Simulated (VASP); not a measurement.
A run of VASP 6.6.1 is set up as follows.

The input INCAR:

```
SYSTEM = MgB15N15
ALGO = Normal
EDIFF = 1E-7
EDIFFG = -0.03
ENCUT = 520
GGA = PE
GGA_COMPAT = .False.
IBRION = 2
ISIF = 2
ISMEAR = 0
ISYM = -1
LASPH = .True.
LCHARG = .False.
LREAL = Auto
LWAVE = .False.
NELECT = 120.0
NELM = 120
NELMIN = 4
NSW = 100
PREC = Accurate
SIGMA = 0.01
```

KPOINTS

```
explicit points
1
Reciprocal
  0.25000000   0.25000000   0.25000000 1
```

The input POSCAR:

```
MgB15N15
1.0
   -3.6241103800      3.6241103800     -3.6241103800
    3.6241103800      3.6241103800      3.6241103800
    3.6241103800     -3.6241103800     -3.6241103800
B Mg N
15 1 15
Direct
    0.0000000000      0.0000000000      0.0000000000
    0.0000000000      0.2500000000      0.7500000000
    0.0000000000      0.5000000000      0.5000000000
    0.0000000000      0.7500000000      0.2500000000
    0.2500000000      0.0000000000      0.7500000000
    0.2500000000      0.5000000000      0.2500000000
    0.2500000000      0.7500000000      0.0000000000
    0.5000000000      0.0000000000      0.5000000000
    0.5000000000      0.2500000000      0.2500000000
    0.5000000000      0.5000000000      0.0000000000
    0.5000000000      0.7500000000      0.7500000000
    0.7500000000      0.0000000000      0.2500000000
    0.7500000000      0.2500000000      0.0000000000
    0.7500000000      0.5000000000      0.7500000000
    0.7500000000      0.7500000000      0.5000000000
    0.2500000000      0.2500000000      0.5000000000
    0.0000000000      0.2500000000      0.0000000000
    0.0000000000      0.5000000000      0.7500000000
    0.0000000000      0.7500000000      0.5000000000
    0.2500000000      0.0000000000      0.0000000000
    0.2500000000      0.2500000000      0.7500000000
    0.2500000000      0.5000000000      0.5000000000
    0.2500000000      0.7500000000      0.2500000000
    0.5000000000      0.0000000000      0.7500000000
    0.5000000000      0.2500000000      0.5000000000
    0.5000000000      0.5000000000      0.2500000000
    0.5000000000      0.7500000000      0.0000000000
    0.7500000000      0.0000000000      0.5000000000
    0.7500000000      0.2500000000      0.2500000000
    0.7500000000      0.5000000000      0.0000000000
    0.7500000000      0.7500000000      0.7500000000
```

Potentials or basis: VASP PAW PBE potentials, release 64 (B, Mg, N).

Run with:

```sh
$ cat potpaw_PBE.64/B/POTCAR potpaw_PBE.64/Mg/POTCAR potpaw_PBE.64/N/POTCAR > POTCAR
$ mpirun -np 1 vasp_std > vasp.out
```

**Question.** Predict the energy gained by relaxing.

**Answer.** 274.6 meV/atom.

The path:
```csv
step,energy change (eV),largest force (eV/Å),pressure (GPa)
1,0.0000,15.1524,-0.60
2,4.2727,12.4419,3.24
3,-6.3960,1.5449,-7.73
4,-6.4146,1.7363,-7.78
5,-6.4183,1.9252,-7.81
6,-6.8339,1.0428,-7.80
7,-6.8927,1.2815,-7.92
8,-7.0450,0.6596,-7.58
9,-7.0513,0.7815,-7.43
10,-7.1992,1.1174,-6.97
11,-7.4347,2.5843,-6.07
12,-7.4683,2.6922,-5.98
13,-7.5661,2.9918,-5.78
14,-7.6721,3.0082,-5.53
15,-7.7681,2.8826,-5.44
16,-7.9974,2.5100,-5.11
17,-8.1786,1.7579,-4.18
18,-8.2457,1.6247,-4.16
19,-8.3602,1.2390,-4.00
20,-8.3705,1.0882,-3.90
21,-8.4191,0.8710,-3.67
22,-8.4523,0.5027,-3.23
23,-8.4744,0.3681,-3.08
24,-8.4923,0.3894,-2.74
25,-8.5091,0.1135,-2.60
26,-8.5101,0.1046,-2.56
27,-8.5124,0.0620,-2.58
28,-8.5125,0.0564,-2.59
29,-8.5130,0.0323,-2.58
30,-8.5130,0.0303,-2.58
31,-8.5131,0.0152,-2.59
```

Caveat: the cell carries a net charge on a neutralising background, which shifts energy and pressure; the cell is charged against a uniform background, so pressure and absolute levels hang on convention.
